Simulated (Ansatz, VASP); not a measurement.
## One calculation of HgTe, two programs

```
Hg Te
1.0
     0.00000    3.25797    3.25797
     3.25797    0.00000    3.25797
     3.25797    3.25797    0.00000
Hg Te
1 1
Direct
  0.00000 0.00000 0.00000
  0.25000 0.25000 0.25000
```

Change from the starting cell: volume scaled by 0.94, crystal datasets.

Alike in both runs: task single point; functional PBE; k mesh 11 × 11 × 11; occupations fermi-dirac, width 0.05 eV; no spin polarisation.

|  | VASP | Ansatz |
| --- | --- | --- |
| version | VASP 6.6.1 | Ansatz 0.2.0 |
| potentials or method | VASP PAW PBE potentials, release 64 (Hg, Te), cutoff 500 eV | all-electron PAW with datasets made for the crystal, scalar-relativistic |

```csv
,VASP,Ansatz,Ansatz less VASP
pressure (GPa),2.5,2.5,-0.06
```

Ansatz ran all-electron here, and VASP with PAW potentials.

Neither program's run includes spin-orbit coupling.
